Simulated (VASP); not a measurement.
Crystal: Cd5HgTe6.

```
Cd Hg Te
1.0
     4.37152    0.00000    0.00000
     0.00000    4.37152    0.00000
     0.00000    0.00000   18.54680
Cd Hg Te
5 1 6
Direct
  0.00000 0.00000 0.83333
  0.00000 0.00000 0.16667
  0.50000 0.50000 0.33333
  0.00000 0.00000 0.50000
  0.50000 0.50000 0.66667
  0.50000 0.50000 0.00000
  0.50000 0.00000 0.08333
  0.00000 0.50000 0.25000
  0.50000 0.00000 0.41667
  0.00000 0.50000 0.58333
  0.50000 0.00000 0.75000
  0.00000 0.50000 0.91667
```

| Item | Value |
| --- | --- |
| Program | VASP 6.6.1 |
| Task | relaxation of cell and atoms |
| Functional | PBE |
| Potentials or basis | VASP PAW PBE potentials, release 64 (Cd, Hg, Te) |
| Cutoff | 600 eV |
| k mesh | 4 × 4 × 1 |
| Occupations | gaussian, width 0.1 eV |
| Spin | no spin polarisation |

At the start: pressure 12.3 GPa; volume 29.54 Å³/atom.

Problem. Where does the relaxation end?

Solution. Over 3 steps the energy falls by 216.1 meV/atom and the volume is 36.39 Å³/atom (+23.2 %); space group P-4m2 (No. 115, to 0.05 Å).

The path:
```tsv
step	energy change (eV)	largest force (eV/Å)	pressure (GPa)	volume (Å³)
1	0.0000	0.2015	12.25	354.43
2	-2.1747	0.0206	-2.66	483.37
3	-2.5937	0.0317	0.09	436.65
```

Final structure:
```cif
data_structure
_symmetry_space_group_name_H-M 'P 1'
_symmetry_Int_Tables_number 1
_cell_length_a 4.6896
_cell_length_b 4.6896
_cell_length_c 19.8547
_cell_angle_alpha 90.000
_cell_angle_beta 90.000
_cell_angle_gamma 90.000
_cell_volume 436.65
loop_
_atom_site_label
_atom_site_type_symbol
_atom_site_fract_x
_atom_site_fract_y
_atom_site_fract_z
_atom_site_occupancy
Cd1 Cd 0.00000 0.00000 0.83336 1
Cd2 Cd 0.00000 0.00000 0.16664 1
Cd3 Cd 0.50000 0.50000 0.33333 1
Cd4 Cd 0.00000 0.00000 0.50000 1
Cd5 Cd 0.50000 0.50000 0.66667 1
Hg1 Hg 0.50000 0.50000 0.00000 1
Te1 Te 0.50000 0.00000 0.08370 1
Te2 Te 0.00000 0.50000 0.24999 1
Te3 Te 0.50000 0.00000 0.41667 1
Te4 Te 0.00000 0.50000 0.58333 1
Te5 Te 0.50000 0.00000 0.75001 1
Te6 Te 0.00000 0.50000 0.91630 1
```

Caveat: the volume moved by over 15 % at a fixed basis, so the end points are rough.
